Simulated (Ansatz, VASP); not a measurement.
## BN: VASP beside Ansatz

```
B N
1.0
     2.54395    0.05380    0.00000
    -1.22538    2.17622    0.00000
     0.00000    0.00000    4.20782
B N
2 2
Direct
  0.33429 0.66689 0.00026
  0.66571 0.33311 0.50026
  0.33043 0.66706 0.37474
  0.66957 0.33294 0.87474
```

Change from the starting cell: shear_xy strain +4.2%.

Alike in both runs: task single point; functional r2SCAN; k mesh 12 × 12 × 6; no spin polarisation.

|  | VASP | Ansatz |
| --- | --- | --- |
| version | VASP 6.6.1 | Ansatz 0.2.0 |
| potentials or method | VASP PAW PBE potentials, release 64 (B, N) | plane waves, PAW |
| plane-wave cutoff (eV) | 520 | 500 |
| occupations | gaussian, width 0.01 eV | fixed |
| valence electrons in the cell | 16 | 16 |

```csv
,VASP,Ansatz,Ansatz less VASP
gap on the k mesh at the Fermi level (eV),5.55,5.59,+0.034
pressure (GPa),1.6,0.5,-1.12
"traceless stress, the component that is largest in VASP (GPa)",-17.84,-17.79,+0.056
rms of the force components (eV/Å),0.005,0.000,-0.0045
```

VASP's potentials were made for PBE, not for r2SCAN. Atom by atom the forces differ by 0.005 eV/Å (rms over components).
